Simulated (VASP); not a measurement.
# Mg (P6_3/mmc) in VASP: further runs, part 3 of 3

VASP 6.6.1.

**5. Electric field gradients, LDA (volume scaled by 1.02)**

Input file INCAR:

```
PREC     = Accurate       # precision mode
ENCUT    = 520            # plane-wave cutoff, eV
EDIFF    = 1E-8           # SCF threshold, eV
ISMEAR   = -1             # smearing method
SIGMA    = 0.05           # smearing width, eV
LREAL    = F              # projectors in reciprocal space
LASPH    = T              # aspherical terms in the spheres
NELM     = 80             # most SCF steps
ALGO     = Normal         # electronic algorithm
ISIF     = 2              # what is computed and relaxed
LWAVE    = F              # write WAVECAR
LCHARG   = F              # write CHGCAR
GGA      = CA             # functional
LEFG     = T            
NBANDS   = 9              # bands
```

Input file KPOINTS:

```
Automatic mesh
0
Gamma
  12 12 7
```

Input file POSCAR:

```
Mg
1.0
    3.2305256058      0.0000000000      0.0000000000
   -1.6152628028      2.7977172422      0.0000000000
    0.0000000000      0.0000000000      5.2448365023
Mg
2
Direct
    0.3333333333      0.6666666667      0.2500000000
    0.6666666667      0.3333333333      0.7500000000
```

Potentials or basis: VASP PAW LDA potentials, release 64 (Mg).

On the command line:

```console
$ cat potpaw_LDA.64/Mg/POTCAR > POTCAR
$ mpirun -np 1 vasp_std > vasp.out
```

OUTCAR:

```text
PREC = Accurate
   ENCUT = 520
   EDIFF = 1E-8
   ISMEAR = -1
   LREAL = F
   LASPH = T
   NELM = 80
   ISIF = 2
   GGA = CA

 ion  position               nearest neighbor table
   1  0.333  0.667  0.250-   2 3.22   2 3.22   2 3.22   2 3.22   2 3.22   2 3.22
   2  0.667  0.333  0.750-   1 3.22   1 3.22   1 3.22   1 3.22   1 3.22   1 3.22

  LATTYP: Found a hexagonal cell.
 ALAT       =     3.2305256058
 C/A-ratio  =     1.6235242008

  Lattice vectors:

 A1 = (   3.2305256058,   0.0000000000,   0.0000000000)
 A2 = (  -1.6152628028,   2.7977172422,   0.0000000000)
 A3 = (   0.0000000000,   0.0000000000,   5.2448365023)

Analysis of symmetry for initial positions (statically):
[... 35 lines left out ...]
                                     Primitive cell

  volume of cell :      47.4033

  direct lattice vectors                    reciprocal lattice vectors
     3.230525606  0.000000000  0.000000000     0.309547152  0.178717131  0.000000000
    -1.615262803  2.797717242  0.000000000     0.000000000  0.357434263  0.000000000
     0.000000000  0.000000000  5.244836502     0.000000000  0.000000000  0.190663713

  length of vectors
     3.230525606  3.230525606  5.244836502     0.357434263  0.357434263  0.190663713

  position of ions in fractional coordinates (direct lattice)
     0.333333333  0.666666667  0.250000000
     0.666666667  0.333333333  0.750000000

  ion indices of the primitive-cell ions
   primitive index   ion index
                 1           1
                 2           2

----------------------------------------------------------------------------------------

 KPOINTS: Automatic mesh

Automatic generation of k-mesh.
 Grid dimensions read from file:
 generate k-points for:   12   12    7

 Generating k-lattice:

  Cartesian coordinates                     Fractional coordinates (reciprocal lattice)
     0.025795596  0.014893094  0.000000000     0.083333333  0.000000000  0.000000000
     0.000000000  0.029786189  0.000000000     0.000000000  0.083333333  0.000000000
     0.000000000  0.000000000  0.027237673     0.000000000  0.000000000  0.142857143

  Length of vectors
     0.029786189  0.029786189  0.027237673

  Shift w.r.t. Gamma in fractional coordinates (k-lattice)
     0.000000000  0.000000000  0.000000000

 Subroutine IBZKPT returns following result:
 ===========================================

 Found     76 irreducible k-points:

 Following reciprocal coordinates:
            Coordinates               Weight
  0.000000  0.000000  0.000000      1.000000
  0.083333  0.000000  0.000000      6.000000
  0.166667  0.000000  0.000000      6.000000
  0.250000 -0.000000  0.000000      6.000000
  0.333333  0.000000  0.000000      6.000000
  0.416667 -0.000000  0.000000      6.000000
[... 16 lines left out ...]
  0.250000 -0.000000  0.142857     12.000000
  0.333333  0.000000  0.142857     12.000000
 [... further k-points ...]
   k-points           NKPTS =     76   k-points in BZ     NKDIM =     76   number of bands    NBANDS=      9
   number of dos      NEDOS =    301   number of ions     NIONS =      2
   total plane-waves  NPLWV =  23040
[... 21 lines left out ...]
   ISIF   =      2    stress and relaxation
   ISYM   =      2    0-nonsym 1-usesym 2-fastsym
   POTIM  = 0.5000    time-step for ionic-motion
   TEBEG  =    0.0;   TEEND  =   0.0 temperature during run
   PSTRESS=    0.0 pullay stress
   NELECT =       4.0000    total number of electrons
   NUPDOWN=      -1.0000    fix difference up-down
   EMIN   =  10.00;   EMAX   =-10.00  energy-range for DOS
   EFERMI =   0.00;   METHOD = LEGACY
   ISMEAR =    -1;   SIGMA  =   0.05  broadening in eV -4-tet -1-fermi 0-gaus
   EFERMI_NEDOS =   21; number of points for ismear=-14 and -15
   IALGO  =     38    algorithm
   IMIX   =      4    mixing-type and parameters
     AMIX     =   0.40;   BMIX     =  1.00
     AMIX_MAG =   1.60;   BMIX_MAG =  1.00
  volume/ion in A,a.u.               =      23.70       159.95
  Fermi-wavevector in a.u.,A,eV,Ry     =   0.718056  1.356930  7.015230  0.515605
  Thomas-Fermi vector in A             =   1.806896
   LORBIT       =      0    0 simple, 1 ext, 2 COOP (PROOUT), +10 PAW based schemes
   GGA     = CA    functional components
   LHFCALC =     F    Hartree Fock is set to
   AEXX    =    0.0000 exact exchange contribution
   IVDW    =     0    specifies the selected vdW correction
   LEPSILON=     F    determine dielectric tensor
   LRPA    =     F    only Hartree local field effects (RPA)
 non-spin polarized calculation
  energy-cutoff  :      520.00
  volume of cell :       47.40
 maximum number of plane-waves:      1302
   NGX = 13   NGY = 13   NGZ = 19

 number of electron       4.0000000 magnetization

 Free energy of the ion-electron system (eV)
  ---------------------------------------------------
  ext. energy  EPLUGINS =         0.00000000
  ---------------------------------------------------
  free energy    TOTEN  =        -3.57205704 eV

  energy without entropy =       -3.56414066  energy(sigma->0) =       -3.56809885

 E-fermi :   2.2596     XC(G=0):  -8.5774

 val. band max:        2.2397640199   @ k =   0.3333   0.1667   0.1429
 cond. band min:       2.3008724813   @ k =   0.2500   0.0833   0.0000
 fundamental gap:      0.0611084613
 Fermi energy:         2.2596238441

 k-point     1 :       0.0000    0.0000    0.0000
  band No.  band energies     occupation
      1      -4.4767      2.00000
      2       0.7105      2.00000
      3       1.0269      2.00000
      4      12.9952      0.00000
      5      12.9952      0.00000
      6      13.0212      0.00000
      7      13.0212      0.00000
      8      13.9458      0.00000
      9      15.3854      0.00000
[... 265 lines left out ...]
 k-point    24 :       0.3333    0.0000    0.1429
  band No.  band energies     occupation
      1      -2.2517      2.00000
      2       1.4791      2.00000
      3       3.7434      0.00000
      4       4.6850      0.00000
      5       7.4648      0.00000
      6       9.4968      0.00000
      7       9.8083      0.00000
      8      11.2698      0.00000
      9      12.8040      0.00000

 [... further k-points ...]
[... 5 lines left out ...]
  --------------------------------------------------------------------------------------
  -------------------------------------------------------------------------------------
  Total       -0.9135302     -0.9135302     -1.1690486     -0.0000000      0.0000000      0.0000000
  in kB      -30.8762485    -30.8762485    -39.5124710     -0.0000000      0.0000000      0.0000000
  external PRESSURE =     -33.7549894 kB  Pullay stress =       0.0000000 kB

 VOLUME and BASIS-vectors are now :
 -----------------------------------------------------------------------------
  energy-cutoff  :      520.00
  volume of cell :       47.40
      direct lattice vectors                 reciprocal lattice vectors
     3.230525606  0.000000000  0.000000000     0.309547152  0.178717131  0.000000000
    -1.615262803  2.797717242  0.000000000     0.000000000  0.357434263  0.000000000
     0.000000000  0.000000000  5.244836502     0.000000000  0.000000000  0.190663713

 POSITION                                       TOTAL-FORCE (eV/Angst)
 -----------------------------------------------------------------------------------
     -0.00000      1.86514      1.31121         0.000000     -0.000000      0.000000
      1.61526      0.93257      3.93363        -0.000000      0.000000      0.000000
 -----------------------------------------------------------------------------------
    total drift:                                0.000000     -0.000000      0.000000

  FREE ENERGIE OF THE ION-ELECTRON SYSTEM (eV)
  ---------------------------------------------------
  free  energy   TOTEN  =        -3.5720570360 eV

  energy  without entropy=       -3.5641406591  energy(sigma->0) =       -3.56809885

 Electric field gradients (V/A^2)
---------------------------------------------------------------------
 ion       V_xx      V_yy      V_zz      V_xy      V_xz      V_yz
---------------------------------------------------------------------
   1      -0.632    -0.632     1.265     0.000    -0.000     0.000
   2      -0.632    -0.632     1.265     0.000     0.000    -0.000
---------------------------------------------------------------------

 Electric field gradients after diagonalization (V/A^2)
 (convention: |V_zz| > |V_xx| > |V_yy|)
----------------------------------------------------------------------
 ion       V_xx      V_yy      V_zz     asymmetry (V_yy - V_xx)/ V_zz
----------------------------------------------------------------------
   1      -0.632    -0.632     1.265       0.000
   2      -0.632    -0.632     1.265       0.000
----------------------------------------------------------------------

           NMR quadrupolar parameters

 Cq : quadrupolar parameter    Cq=e*Q*V_zz/h
 eta: asymmetry parameters     (V_yy - V_xx)/ V_zz
 Q  : nuclear electric quadrupole moment in mb (millibarn)
----------------------------------------------------------------------
 ion       Cq(MHz)       eta       Q (mb)
----------------------------------------------------------------------
   1       0.003       0.000       1.000
   2       0.003       0.000       1.000
----------------------------------------------------------------------
```

It took 14 s on 1 thread of Intel Xeon Platinum 8259CL at 2.50GHz (Skylake/Cascade Lake), shared host; peak memory 0.15 GiB.

Results:

- Free energy: -3.5721 eV
- Pressure: -3.4 GPa
- Band gap on the k mesh: zero (band 2 reaches 3.31 eV, above the bottom of band 3 at 1.03 eV)

Levels at points of the mesh, in eV from the Fermi level:
```
           k point  band 1  band 2  band 3  band 4  band 5  band 6
(0.00, 0.00, 0.00)   -6.74   -1.55   -1.23   10.74   10.74   10.76
(0.50, 0.00, 0.00)   -2.07   -2.01    2.66    3.10    3.19    3.61
```

Electric field gradients, principal values (V/Å²):
```
atom   least  middle  greatest (by size)
1 Mg  -0.632  -0.632               1.265
2 Mg  -0.632  -0.632               1.265
```

Caveat: without QUAD_EFG the Cq values of the log hold for a quadrupole moment of 1 mb, not for the nuclei.

**6. The runs side by side**

```tsv
cell	gap on the mesh (eV)	pressure (GPa)
a = 3.199, b = 3.199, c = 5.193 Å, angles 90.0, 90.0, 120.0°, 2 atoms	none	-2.5
a = 3.209, b = 3.209, c = 5.106 Å, angles 90.0, 90.0, 120.0°, 2 atoms	none	-2.2
a = 3.231, b = 3.231, c = 5.245 Å, angles 90.0, 90.0, 120.0°, 2 atoms	none	-3.4
```

Alike in all rows: task electric field gradients; level LDA; potentials or basis VASP PAW LDA potentials, release 64 (Mg); no spin polarisation; k mesh 12 × 12 × 7; cutoff (eV) 520; smearing fermi-dirac 0.05 eV.

Total energies depend on the potentials used, so only differences within one code and one set of settings carry meaning.
